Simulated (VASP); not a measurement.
Input of a VASP 6.6.1 run:

The input INCAR:

```
SYSTEM = Si5H26C2
  PREC = Accurate
  ENCUT = 520
  EDIFF = 1E-6
  ISMEAR = -1
  SIGMA = 0.05
  LREAL = Auto
  LASPH = .TRUE.
  NELM = 60
  ALGO = Normal
  ISIF = 2
  LWAVE = .FALSE.
  LCHARG = .FALSE.
  GGA = PE
  IVDW = 12
  NBANDS = 49
```

Contents of KPOINTS:

```
Automatic mesh
0
G
  1 1 1
  0 0 0
```

Contents of POSCAR:

```
Si5H26C2
1.0
    8.2031320000      0.0000000000      0.0000000000
    0.0000000000      8.2031320000      0.0000000000
    0.0000000000      0.0000000000      8.2031320000
C H Si
2 26 5
Direct
    0.8083741673      0.4866921561      0.1766032779
    0.8335596696      0.6579682004      0.1073736227
    0.8941950465      0.4162556448      0.1016684847
    0.8537105096      0.4953717678      0.3053345966
    0.6758638042      0.4363089610      0.1851244135
    0.8082278817      0.7498355506      0.1951937382
    0.9534285197      0.6827392269      0.0715336532
    0.7408024155      0.6862378906      0.0030963783
    0.9496129039      0.3393581866      0.7646835379
    1.0642154728      0.0717043198      0.7012077826
    0.7665852506      0.1052646721      0.7652077280
    0.9116761744      0.2096272497      0.5090372799
    0.4675775058      0.3844507196      0.5015767148
    0.2142108648      0.2654473925      0.4810113991
    0.4077101283      0.2105781060      0.7313182331
    0.2513186427      0.4585443706      0.6723895215
    0.2086642029      0.6747788528     -0.1913415510
    0.4635546521      0.5436947741     -0.1377522634
    0.3410648518      0.7083879669      0.1170162811
    0.2260843785      0.4651028412     -0.0011824752
    0.6461800200      0.6056954831      0.5688071337
    0.5871294037      0.8425440429      0.7375719420
    0.7018173059      0.8298415776      0.4552895162
    0.4059790821      0.7881014227      0.5151325128
    0.4054792730      0.2515136901      0.1066178138
    0.6758394233      0.1251473218      0.1441034961
    0.4228628773      0.0188342696      0.2544637829
    0.5011988104     -0.0298178793      0.0077043744
    0.9160037898      0.1871480308      0.6964413105
    0.3389924726      0.3155623974      0.6019286292
    0.3186587757      0.6142653806     -0.0531626213
    0.5711355126      0.7667437267      0.5756337945
    0.4996384308      0.1054719100      0.1214170392
```

Potentials or basis: VASP PAW PBE potentials, release 64 (C, H, Si).

Launch:

```bash
$ cat potpaw_PBE.64/C/POTCAR potpaw_PBE.64/H/POTCAR potpaw_PBE.64/Si/POTCAR > POTCAR
$ mpirun -np 1 vasp_gam > vasp.out
```

**Question.** What does it give for the pressure?

**Answer.** 0.2 GPa.

**Question.** Predict the dispersion energy per atom.

**Answer.** -0.038 eV.

**Question.** Predict the band gap on the k mesh.

**Answer.** 5.82 eV.

Stress tensor (GPa, compression positive):
```
-0.61  0.22 -0.04
 0.22  1.94  0.17
-0.04  0.17 -0.73
```

Caveat: the k points lie up to 0.77 Å⁻¹ apart.
